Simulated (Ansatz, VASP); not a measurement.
**Two plane-wave programs on N**

Contents of INCAR:

```
SYSTEM = N
  ALGO = Normal
  EDIFF = 1E-7
  ENCUT = 520
  GGA = PS
  ISIF = 2
  ISMEAR = 0
  ISPIN = 2
  LASPH = .True.
  LCHARG = .False.
  LORBIT = 11
  LREAL = .False.
  LWAVE = .False.
  MAGMOM = 3.24 3.24 3.24 3.24
  NBANDS = 22
  NELM = 150
  PREC = Accurate
  SIGMA = 0.05
```

File KPOINTS:

```
k-points
0
Gamma
  4 4 4
  0 0 0
```

File POSCAR:

```
N
1.0
    5.8493571874      0.0000000000      0.0000000000
    0.0000000000      5.8493571874      0.0000000000
    0.0000000000      0.0000000000      5.8493571874
N
4
Direct
    0.0000638858      0.0000638858      0.0000638858
    0.4999361142      0.9999361142      0.5000638858
    0.5000638858      0.4999361142      0.9999361142
    0.9999361142      0.5000638858      0.4999361142
```

Input for Ansatz:

```yaml
crystal:
  lattice:
    - [5.8493571874, 0.0, 0.0]
    - [0.0, 5.8493571874, 0.0]
    - [0.0, 0.0, 5.8493571874]
  atoms:
    - { symbol: "N", position: [6.38858e-05, 6.38858e-05, 6.38858e-05], spin: 3.24 }
    - { symbol: "N", position: [0.4999361142, 0.9999361142, 0.5000638858], spin: 3.24 }
    - { symbol: "N", position: [0.5000638858, 0.4999361142, 0.9999361142], spin: 3.24 }
    - { symbol: "N", position: [0.9999361142, 0.5000638858, 0.4999361142], spin: 3.24 }
basis:
  ecutwfc: 420
kpoints:
  mp_grid: { grid: [4, 4, 4] }
hamiltonian:
  xc: pbesol
scf:
  occupations: { method: gaussian, width: 0.05 }
output:
  forces: true
  stress: true
  eigenvalues: true
  populations: true
  write_density: true
  write_potential: true
  elf: true
  volumetric_format: npy
magnetization:
  spin_polarized: true
```

Alike in both runs: task single point; functional PBEsol; k mesh 4 × 4 × 4; occupations gaussian, width 0.05 eV; collinear spin.

```csv
,VASP,Ansatz
version,VASP 6.6.1,Ansatz 0.2.0
potentials or method,"VASP PAW PBE potentials, release 64 (N), cutoff 520 eV","scalar-relativistic, plane waves, PAW"
valence electrons in the cell,20,20
```

|  | VASP | Ansatz | Ansatz less VASP |
| --- | --- | --- | --- |
| gap on the k mesh at the Fermi level (eV) | 3.34 | 3.34 | -0.001 |
| least direct gap on the mesh (eV) | 3.40 | 3.39 | -0.001 |
| pressure (GPa) | 0.0 | 0.0 | +0.04 |
| net moment per atom (μB) | 3.00 | 3.00 | 0.000 |
| size of the moment on the site where the two differ most (μB) | 1.94 | 2.95 | +1.003 |

VASP's potentials were made for PBE, not for PBEsol. Site moments also hang on the region over which each program counts them. Ansatz's warnings: xc potential rough in thin density.
